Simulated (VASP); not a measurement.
# MoS in VASP: settings compared

The runs below take MoS through single point, relaxation of the atoms, with PBEsol, PBE.

Program: VASP 6.6.1. These are calculated values, not measurements. Logs are shortened: lines on timing, memory, paths and dates and some standing lists are left out, and cuts for length are marked.

**1. The cell of the first run**

The cell holds a slab with vacuum, 4 atoms: a = 3.184 Å, b = 3.184 Å, c = 32.335 Å, α = 90.00°, β = 90.00°, γ = 120.00°.

**2. Single point, PBEsol**

Contents of INCAR:

```
PREC = Accurate ; ENCUT = 520
EDIFF = 1E-6 ; ISMEAR = -1
SIGMA = 0.05 ; LREAL = F
LASPH = T ; NELM = 100
ALGO = Normal ; ISIF = 2
LWAVE = F ; LCHARG = T
GGA = PS ; LELF = T
LVHAR = T ; NBANDS = 28
```

Contents of KPOINTS:

```
regular mesh
0
Gamma
  10 10 1
```

Contents of POSCAR:

```
MoS
1.0
    3.1841260822      0.0000000000      0.0000000000
   -1.5920630411      2.7575340760      0.0000000000
    0.0000000000      0.0000000000     32.3345999500
Mo S
2 2
Direct
    0.0000000000      0.0000000000      0.2319496766
    0.0000000000      0.0000000000      0.7680503234
    0.3333333300      0.6666666600      0.2799269210
    0.3333333300      0.6666666600      0.7200730790
```

Potentials or basis: VASP PAW PBE potentials, release 64 (Mo_sv, S).

On the command line:

```bash
> cat potpaw_PBE.64/Mo_sv/POTCAR potpaw_PBE.64/S/POTCAR > POTCAR
> mpirun -np 1 vasp_std > vasp.out
```

OUTCAR:

```text
PREC = Accurate
   ENCUT = 520
   EDIFF = 1E-6
   ISMEAR = -1
   LREAL = F
   LASPH = T
   NELM = 100
   ISIF = 2
   GGA = PS

 ion  position               nearest neighbor table
   1  0.000  0.000  0.232-   3 2.41   3 2.41   3 2.41
   2  0.000  0.000  0.768-   4 2.41   4 2.41   4 2.41
   3  0.333  0.667  0.280-   1 2.41   1 2.41   1 2.41
   4  0.333  0.667  0.720-   2 2.41   2 2.41   2 2.41

  LATTYP: Found a hexagonal cell.
 ALAT       =     3.1841260822
 C/A-ratio  =    10.1549370582

  Lattice vectors:

 A1 = (   3.1841260822,   0.0000000000,   0.0000000000)
 A2 = (  -1.5920630411,   2.7575340760,   0.0000000000)
 A3 = (   0.0000000000,   0.0000000000,  32.3345999500)

Analysis of symmetry for initial positions (statically):
=====================================================================
 Subroutine PRICEL returns:
 Original cell was already a primitive cell.

 Routine SETGRP: Setting up the symmetry group for a
 hexagonal supercell.

 Subroutine GETGRP returns: Found 12 space group operations
 (whereof 12 operations were pure point group operations)
 out of a pool of 24 trial point group operations.

The static configuration has the point symmetry D_3h.

Analysis of symmetry for dynamics (positions and initial velocities):
=====================================================================
 Subroutine PRICEL returns:
 Original cell was already a primitive cell.

 Routine SETGRP: Setting up the symmetry group for a
 hexagonal supercell.

 Subroutine GETGRP returns: Found 12 space group operations
 (whereof 12 operations were pure point group operations)
 out of a pool of 24 trial point group operations.

The dynamic configuration has the point symmetry D_3h.

 Subroutine INISYM returns: Found 12 space group operations
 (whereof 12 operations are pure point group operations),
 and found     1 'primitive' translations

----------------------------------------------------------------------------------------

                                     Primitive cell

[... 67 lines left out ...]
   total plane-waves  NPLWV = 138240
   dimension x,y,z NGX =    24 NGY =   24 NGZ =  240
   dimension x,y,z NGXF=    48 NGYF=   48 NGZF=  480
   ions per type =               2   2
   NGX,Y,Z   is equivalent  to a cutoff of  12.53, 12.53, 12.34 a.u.
   NGXF,Y,Z  is equivalent  to a cutoff of  25.06, 25.06, 24.68 a.u.
 SYSTEM =  unknown system
   PREC   = accura    normal or accurate (medium, high low for compatibility)
   ISTART =      0    job   : 0-new  1-cont  2-samecut
   ICHARG =      2    charge: 1-file 2-atom 10-const
   ISPIN  =      1    spin polarized calculation?
   LNONCOLLINEAR =      F non collinear calculations
   LSORBIT =      F    spin-orbit coupling
   LASPH  =      T    aspherical Exc in radial PAW
   ENCUT  =  520.0 eV  38.22 Ry    6.18 a.u.   5.92  5.92 60.12*2*pi/ulx,y,z
   NELM   =    100;   NELMIN=  2; NELMDL= -5     # of ELM steps
   EDIFF  = 0.1E-05   stopping-criterion for ELM
   LREAL  =      F    real-space projection
[... 7 lines left out ...]
   TEBEG  =    0.0;   TEEND  =   0.0 temperature during run
   PSTRESS=    0.0 pullay stress
   NELECT =      40.0000    total number of electrons
   NUPDOWN=      -1.0000    fix difference up-down
   EMIN   =  10.00;   EMAX   =-10.00  energy-range for DOS
   EFERMI =   0.00;   METHOD = LEGACY
   ISMEAR =    -1;   SIGMA  =   0.05  broadening in eV -4-tet -1-fermi 0-gaus
   EFERMI_NEDOS =   21; number of points for ismear=-14 and -15
   IALGO  =     38    algorithm
   IMIX   =      4    mixing-type and parameters
     AMIX     =   0.40;   BMIX     =  1.00
     AMIX_MAG =   1.60;   BMIX_MAG =  1.00
  volume/ion in A,a.u.               =      70.98       478.98
  Fermi-wavevector in a.u.,A,eV,Ry     =   0.851861  1.609783  9.873296  0.725667
  Thomas-Fermi vector in A             =   1.968059
   LORBIT       =      0    0 simple, 1 ext, 2 COOP (PROOUT), +10 PAW based schemes
   GGA     = PS    functional components
   LHFCALC =     F    Hartree Fock is set to
   AEXX    =    0.0000 exact exchange contribution
   IVDW    =     0    specifies the selected vdW correction
   LEPSILON=     F    determine dielectric tensor
   LRPA    =     F    only Hartree local field effects (RPA)
 non-spin polarized calculation
  energy-cutoff  :      520.00
  volume of cell :      283.91
 maximum number of plane-waves:      7680
 NGX is ok and might be reduce to    24
   NGX = 11   NGY = 11   NGZ =121

 number of electron      39.9999999 magnetization

 Free energy of the ion-electron system (eV)
  ---------------------------------------------------
  ext. energy  EPLUGINS =         0.00000000
  ---------------------------------------------------
  free energy    TOTEN  =       -30.87129623 eV

  energy without entropy =      -30.85526526  energy(sigma->0) =      -30.86328074

 E-fermi :  -1.5367     XC(G=0):  -3.8338

 val. band max:       -1.7798929653   @ k =   0.4000   0.1000   0.0000
 cond. band min:      -1.5055119196   @ k =   0.1000   0.1000   0.0000
 fundamental gap:      0.2743810457
 Fermi energy:        -1.5366538787

 k-point     1 :       0.0000    0.0000    0.0000
  band No.  band energies     occupation
      1     -62.5510      2.00000
      2     -62.5510      2.00000
      3     -36.7076      2.00000
      4     -36.7076      2.00000
      5     -36.4541      2.00000
      6     -36.4541      2.00000
[... 423 lines left out ...]
     27       4.0863      0.00000
     28       4.0863      0.00000

------------------------ aborting loop because EDIFF is reached ----------------------------------------

  FORCE on cell =-STRESS in cart. coord.  units (eV):
  Direction    XX          YY          ZZ          XY          YZ          ZX
  --------------------------------------------------------------------------------------
  -------------------------------------------------------------------------------------
  Total      -10.9492901    -10.9492901     -3.7881238      0.0000000      0.0000000      0.0000000
  in kB      -61.7899593    -61.7899593    -21.3774606      0.0000000      0.0000000      0.0000000
  external PRESSURE =     -48.3191264 kB  Pullay stress =       0.0000000 kB

 VOLUME and BASIS-vectors are now :
 -----------------------------------------------------------------------------
  energy-cutoff  :      520.00
  volume of cell :      283.91
      direct lattice vectors                 reciprocal lattice vectors
     3.184126082  0.000000000  0.000000000     0.314057915  0.181321422  0.000000000
    -1.592063041  2.757534076  0.000000000     0.000000000  0.362642844  0.000000000
     0.000000000  0.000000000 32.334599950     0.000000000  0.000000000  0.030926624

 POSITION                                       TOTAL-FORCE (eV/Angst)
 -----------------------------------------------------------------------------------
      0.00000      0.00000      7.50000         0.000000      0.000000      1.211281
      0.00000      0.00000     24.83460         0.000000      0.000000     -1.211281
      0.00000      1.83836      9.05133        -0.000000      0.000000     -1.210821
      0.00000      1.83836     23.28327        -0.000000     -0.000000      1.210821
 -----------------------------------------------------------------------------------
    total drift:                                0.000000      0.000018     -0.000000

  FREE ENERGIE OF THE ION-ELECTRON SYSTEM (eV)
  ---------------------------------------------------
  free  energy   TOTEN  =       -30.8712962252 eV

  energy  without entropy=      -30.8552652553  energy(sigma->0) =      -30.86328074
```

Run time: 96 s. Hardware: 1 thread of Intel Xeon Platinum 8488C (Sapphire Rapids), shared host; peak memory 0.4 GiB.

What came out:

* Free energy: -30.8713 eV
* Largest force: 1.211 eV/Å
* Band gap on the k mesh: zero (band 20 reaches -1.43 eV, above the bottom of band 21 at -1.51 eV)

Forces in eV/Å, atoms in the order of the input:
```
Mo   0.000  0.000  1.211
Mo   0.000  0.000 -1.211
S    0.000  0.000 -1.211
S    0.000  0.000  1.211
```

Levels at points of the mesh, in eV from the Fermi level:
```tsv
k point	band 17	band 18	band 19	band 20	band 21	band 22	band 23	band 24
(0.00, 0.00, 0.00)	-0.60	-0.60	-0.38	-0.38	0.12	0.12	0.12	0.12
(0.50, 0.00, 0.00)	-1.45	-1.45	0.11	0.11	1.32	1.32	2.01	2.01
```

Caveat: the PAW data sets were made with another functional, which shifts forces and pressure a little.

**3. Relaxation of the atoms, PBE**

Contents of INCAR:

```
SYSTEM = MoS
  PREC = Accurate
  ENCUT = 520
  EDIFF = 1E-6
  ISMEAR = -1
  SIGMA = 0.05
  LREAL = .False.
  LASPH = .True.
  NELM = 100
  ALGO = Normal
  ISIF = 2
  LWAVE = .False.
  LCHARG = .False.
  GGA = PE
  IBRION = 2
  NSW = 80
  EDIFFG = -0.01
```

Contents of KPOINTS:

```
Automatic mesh
0
Gamma
  10 10 1
  0 0 0
```

POSCAR is that of step 2.

Potentials or basis: VASP PAW PBE potentials, release 64 (Mo_sv, S).

On the command line:

```bash
> cat potpaw_PBE.64/Mo_sv/POTCAR potpaw_PBE.64/S/POTCAR > POTCAR
> mpirun -np 1 vasp_std > vasp.out
```

It took 4.9 min on 1 thread of Intel Xeon Platinum 8259CL at 2.50GHz (Skylake/Cascade Lake), shared host; peak memory 0.42 GiB.

Results (log left out):

```
Free energy                  : -28.9947 eV
Energy gained by relaxing    : 11.9 meV/atom
Ionic steps                  : 3
Largest force after relaxing : 0.006 eV/Å
Band gap on the k mesh       : zero (band 20 reaches -1.40 eV, above the bottom of band 21 at -1.46 eV)
```

Forces in eV/Å, atoms in the order of the input:
```
Mo   0.000  0.000 -0.006
Mo   0.000  0.000  0.006
S    0.000  0.000  0.006
S    0.000  0.000 -0.006
```

The path:
```csv
step,energy change (eV),largest force (eV/Å),pressure (GPa)
1,0.0000,0.8641,-3.80
2,-0.0348,0.4301,-2.33
3,-0.0475,0.0062,-2.86
```

Final structure:
```
CELL_PARAMETERS angstrom
3.18413 0.00000 0.00000
-1.59206 2.75753 0.00000
0.00000 0.00000 32.33460
ATOMIC_POSITIONS crystal
Mo 0.00000 0.00000 0.23280
Mo 0.00000 0.00000 0.76720
S 0.33333 0.66667 0.27908
S 0.33333 0.66667 0.72092
```

Levels at points of the mesh, in eV from the Fermi level:
```csv
k point,band 17,band 18,band 19,band 20,band 21,band 22,band 23,band 24
"(0.00, 0.00, 0.00)",-0.53,-0.53,-0.17,-0.17,0.11,0.11,0.11,0.11
"(0.50, 0.00, 0.00)",-1.32,-1.32,0.10,0.10,1.40,1.40,2.00,2.00
```
